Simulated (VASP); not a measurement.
# P (Pm-3m) in VASP: single point with PBEsol

Aim: the single point of P with PBEsol.

Program: VASP 6.6.1. These are calculated values, not measurements. Logs are shortened: lines on timing, memory, paths and dates and some standing lists are left out, and cuts for length are marked.

## (1) The cell of the first run

The structure is cubic, space group Pm-3m (No. 221). The conventional cell has a = 2.423 Å, b = 2.423 Å, c = 2.423 Å, α = 90.00°, β = 90.00°, γ = 90.00°. P (site symmetry m-3m) has 6 P at 2.42 Å within 3.2 Å.

This isn't the form of P at room conditions, which is orthorhombic.

## (2) Single point, PBEsol

Contents of INCAR:

```
SYSTEM = P
PREC     = Accurate       ! precision mode
ENCUT    = 520            ! plane-wave cutoff, eV
EDIFF    = 1E-7           ! SCF threshold, eV
ISMEAR   = -1             ! smearing method
SIGMA    = 0.15           ! smearing width, eV
LREAL    = .FALSE.        ! projectors in reciprocal space
LASPH    = .TRUE.         ! aspherical terms in the spheres
NELM     = 80             ! most SCF steps
ALGO     = Normal         ! electronic algorithm
ISIF     = 2              ! what is computed and relaxed
LWAVE    = .FALSE.        ! write WAVECAR
LCHARG   = .TRUE.         ! write CHGCAR
GGA      = PS             ! functional
LELF     = .TRUE.         ! ELF
LVHAR    = .TRUE.       
NBANDS   = 8              ! bands
```

Contents of KPOINTS:

```
regular mesh
0
G
  20 20 20
  0 0 0
```

Contents of POSCAR:

```
P
1.0
    2.4228023596      0.0000000000      0.0000000000
    0.0000000000      2.4228023596      0.0000000000
    0.0000000000      0.0000000000      2.4228070425
P
1
Direct
    0.0000000000      0.0000000000      0.0000000000
```

Potentials or basis: VASP PAW PBE potentials, release 64 (P).

Launch:

```console
> cat potpaw_PBE.64/P/POTCAR > POTCAR
> mpirun -np 1 vasp_std > vasp.out
```

OUTCAR:

```text
SYSTEM = P
   PREC = Accurate
   ENCUT = 520
   EDIFF = 1E-7
   ISMEAR = -1
   LREAL = .FALSE.
   LASPH = .TRUE.
   NELM = 80
   ISIF = 2
   GGA = PS

 ion  position               nearest neighbor table
   1  0.000  0.000  0.000-

  LATTYP: Found a simple cubic cell.
 ALAT       =     2.4228023596

  Lattice vectors:

 A1 = (   2.4228023596,   0.0000000000,   0.0000000000)
 A2 = (   0.0000000000,   2.4228023596,   0.0000000000)
 A3 = (   0.0000000000,   0.0000000000,   2.4228070425)

Analysis of symmetry for initial positions (statically):
=====================================================================
 Subroutine PRICEL returns:
 Original cell was already a primitive cell.

 Routine SETGRP: Setting up the symmetry group for a
 simple cubic supercell.

 Subroutine GETGRP returns: Found 48 space group operations
 (whereof 48 operations were pure point group operations)
 out of a pool of 48 trial point group operations.

The static configuration has the point symmetry O_h .

Analysis of symmetry for dynamics (positions and initial velocities):
=====================================================================
 Subroutine PRICEL returns:
 Original cell was already a primitive cell.

 Routine SETGRP: Setting up the symmetry group for a
 simple cubic supercell.

 Subroutine GETGRP returns: Found 48 space group operations
 (whereof 48 operations were pure point group operations)
 out of a pool of 48 trial point group operations.

The dynamic configuration has the point symmetry O_h .

 Subroutine INISYM returns: Found 48 space group operations
 (whereof 48 operations are pure point group operations),
 and found     1 'primitive' translations

----------------------------------------------------------------------------------------

                                     Primitive cell

  volume of cell :      14.2218

  direct lattice vectors                    reciprocal lattice vectors
     2.422802360  0.000000000  0.000000000     0.412745182  0.000000000  0.000000000
     0.000000000  2.422802360  0.000000000     0.000000000  0.412745182  0.000000000
     0.000000000  0.000000000  2.422807043     0.000000000  0.000000000  0.412744384

  length of vectors
     2.422802360  2.422802360  2.422807043     0.412745182  0.412745182  0.412744384

  position of ions in fractional coordinates (direct lattice)
     0.000000000  0.000000000  0.000000000
[... 70 lines left out ...]
   ISPIN  =      1    spin polarized calculation?
   LNONCOLLINEAR =      F non collinear calculations
   LSORBIT =      F    spin-orbit coupling
   LASPH  =      T    aspherical Exc in radial PAW
   ENCUT  =  520.0 eV  38.22 Ry    6.18 a.u.   4.50  4.50  4.50*2*pi/ulx,y,z
   NELM   =     80;   NELMIN=  2; NELMDL= -5     # of ELM steps
   EDIFF  = 0.1E-06   stopping-criterion for ELM
   LREAL  =      F    real-space projection
   EDIFFG = 0.1E-05   stopping-criterion for IOM
   NSW    =      0    number of steps for IOM
   IBRION =     -1    ionic relax: 0-MD 1-quasi-New 2-CG
   NFREE  =      0    steps in history (QN), initial steepest desc. (CG)
   ISIF   =      2    stress and relaxation
   ISYM   =      2    0-nonsym 1-usesym 2-fastsym
   POTIM  = 0.5000    time-step for ionic-motion
   TEBEG  =    0.0;   TEEND  =   0.0 temperature during run
   PSTRESS=    0.0 pullay stress
   NELECT =       5.0000    total number of electrons
   NUPDOWN=      -1.0000    fix difference up-down
   EMIN   =  10.00;   EMAX   =-10.00  energy-range for DOS
   EFERMI =   0.00;   METHOD = LEGACY
   ISMEAR =    -1;   SIGMA  =   0.15  broadening in eV -4-tet -1-fermi 0-gaus
   EFERMI_NEDOS =   21; number of points for ismear=-14 and -15
   IALGO  =     38    algorithm
   IMIX   =      4    mixing-type and parameters
     AMIX     =   0.40;   BMIX     =  1.00
     AMIX_MAG =   1.60;   BMIX_MAG =  1.00
  volume/ion in A,a.u.               =      14.22        95.97
  Fermi-wavevector in a.u.,A,eV,Ry     =   1.155438  2.183461 18.164274  1.335036
  Thomas-Fermi vector in A             =   2.292066
   LORBIT       =      0    0 simple, 1 ext, 2 COOP (PROOUT), +10 PAW based schemes
   GGA     = PS    functional components
   LHFCALC =     F    Hartree Fock is set to
   AEXX    =    0.0000 exact exchange contribution
   IVDW    =     0    specifies the selected vdW correction
   LEPSILON=     F    determine dielectric tensor
   LRPA    =     F    only Hartree local field effects (RPA)
 non-spin polarized calculation
  energy-cutoff  :      520.00
  volume of cell :       14.22
 maximum number of plane-waves:       402
   NGX =  9   NGY =  9   NGZ =  9

 number of electron       4.9999996 magnetization

 Free energy of the ion-electron system (eV)
  ---------------------------------------------------
  ext. energy  EPLUGINS =         0.00000000
  ---------------------------------------------------
  free energy    TOTEN  =        -5.78259534 eV

  energy without entropy =       -5.75840396  energy(sigma->0) =       -5.77049965

 E-fermi :  10.0324     XC(G=0): -11.4798

 val. band max:       10.0293282588   @ k =   0.2000   0.2000   0.0000
 cond. band min:      10.0545850567   @ k =   0.2000   0.2000   0.0500
 fundamental gap:      0.0252567980
 Fermi energy:        10.0323640216

 k-point     1 :       0.0000    0.0000    0.0000
  band No.  band energies     occupation
      1      -6.8226      2.00000
      2      15.0697      0.00000
      3      15.0698      0.00000
      4      15.0698      0.00000
      5      16.7372      0.00000
      6      16.7372      0.00000
      7      24.2838      0.00000
      8      34.7525      0.00000
[... 243 lines left out ...]
 k-point    24 :       0.2000    0.1000    0.0000
  band No.  band energies     occupation
      1      -5.6661      2.00000
      2       8.6121      1.99985
      3      12.9675      0.00000
      4      15.9724      0.00000
      5      19.2719      0.00000
      6      23.2209      0.00000
      7      26.9879      0.00000
      8      29.2936      0.00000

 [... further k-points ...]
[... 5 lines left out ...]
  --------------------------------------------------------------------------------------
  -------------------------------------------------------------------------------------
  Total        0.0087526      0.0087526      0.0087527     -0.0000000      0.0000000     -0.0000000
  in kB        0.9860390      0.9860390      0.9860428     -0.0000000      0.0000000     -0.0000000
  external PRESSURE =       0.9860403 kB  Pullay stress =       0.0000000 kB

 VOLUME and BASIS-vectors are now :
 -----------------------------------------------------------------------------
  energy-cutoff  :      520.00
  volume of cell :       14.22
      direct lattice vectors                 reciprocal lattice vectors
     2.422802360  0.000000000  0.000000000     0.412745182  0.000000000  0.000000000
     0.000000000  2.422802360  0.000000000     0.000000000  0.412745182  0.000000000
     0.000000000  0.000000000  2.422807043     0.000000000  0.000000000  0.412744384

 POSITION                                       TOTAL-FORCE (eV/Angst)
 -----------------------------------------------------------------------------------
      0.00000      0.00000      0.00000         0.000000      0.000000      0.000000
 -----------------------------------------------------------------------------------
    total drift:                                0.000000     -0.000000      0.000000

  FREE ENERGIE OF THE ION-ELECTRON SYSTEM (eV)
  ---------------------------------------------------
  free  energy   TOTEN  =        -5.7825953412 eV

  energy  without entropy=       -5.7584039643  energy(sigma->0) =       -5.77049965
```

It took 9.7 s on 1 thread of AMD EPYC 9R45 (Zen 5), shared host; peak memory 0.1 GiB.

Results:

```
Free energy            : -5.7826 eV
Pressure               : 0.1 GPa
Band gap on the k mesh : zero (an odd number of electrons rules out a gap without spin polarisation)
```

Levels at points of the mesh, in eV from the Fermi level:
| k point | band 1 | band 2 | band 3 | band 4 | band 5 | band 6 | band 7 |
| --- | --- | --- | --- | --- | --- | --- | --- |
| (0.00, 0.00, 0.00) | -16.85 | 5.04 | 5.04 | 5.04 | 6.70 | 6.70 | 14.25 |
| (0.50, 0.00, 0.00) | -12.38 | -9.02 | 7.97 | 7.97 | 9.35 | 14.37 | 14.37 |
| (0.50, 0.50, 0.00) | -7.53 | -5.50 | -5.50 | 0.63 | 10.68 | 16.99 | 16.99 |
| (0.50, 0.50, 0.50) | -2.29 | -2.29 | -2.29 | -1.45 | 4.45 | 4.45 | 4.45 |

Caveat: the PAW data sets were made with another functional, which shifts forces and pressure a little.

The gap in the log of VASP goes by the Fermi energy; the results here count the filled bands.